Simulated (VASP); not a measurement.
**SnSe2: single point with RPBE+D4**

The system is SnSe2.

```
Sn Se
1.0
     3.81733    0.00000    0.00000
    -1.90866    3.30590    0.00000
     0.00000    0.00000    5.87596
Sn Se
1 2
Cartesian
  0.0000 0.0000 0.0000
  1.9087 1.1020 4.2793
  0.0000 2.2039 1.5967
```

```
Program             : VASP 6.6.1
Task                : single point
Functional          : RPBE
Dispersion          : D4
Potentials or basis : VASP PAW PBE potentials, release 64 (Sn_d, Se)
Cutoff              : 520 eV
k mesh              : 8 × 8 × 5
Occupations         : fermi-dirac, width 0.05 eV
Spin                : no spin polarisation
```

```
Pressure                   : 0.1 GPa
Largest force              : 0.017 eV/Å
Band gap on the k mesh     : 0.43 eV (least direct gap 0.88 eV)
Dispersion energy per atom : -0.792 eV
```

Forces in eV/Å, atoms in the order of the input:
```
Sn   0.000  0.000  0.000
Se   0.000  0.000 -0.017
Se   0.000  0.000  0.017
```

Levels at points of the mesh, in eV from the valence-band top:
```tsv
k point	band 10	band 11	band 12	band 13	band 14	band 15	band 16	band 17
(0.00, 0.00, 0.00)	-0.79	-0.70	-0.70	-0.11	0.77	2.97	4.51	4.51
(0.50, 0.00, 0.00)	-3.49	-2.82	-1.93	-0.43	1.19	3.49	4.76	4.87
```

Wall time 92 s on 1 thread of AMD EPYC 7R13, on a shared host, peak memory 0.19 GiB.

Caveat: the PAW data sets were made with another functional, which shifts forces and pressure a little; spin-orbit coupling is left out, which moves the levels of the heavy elements; an odd mesh through Γ misses points on the zone boundary, where band edges can lie.
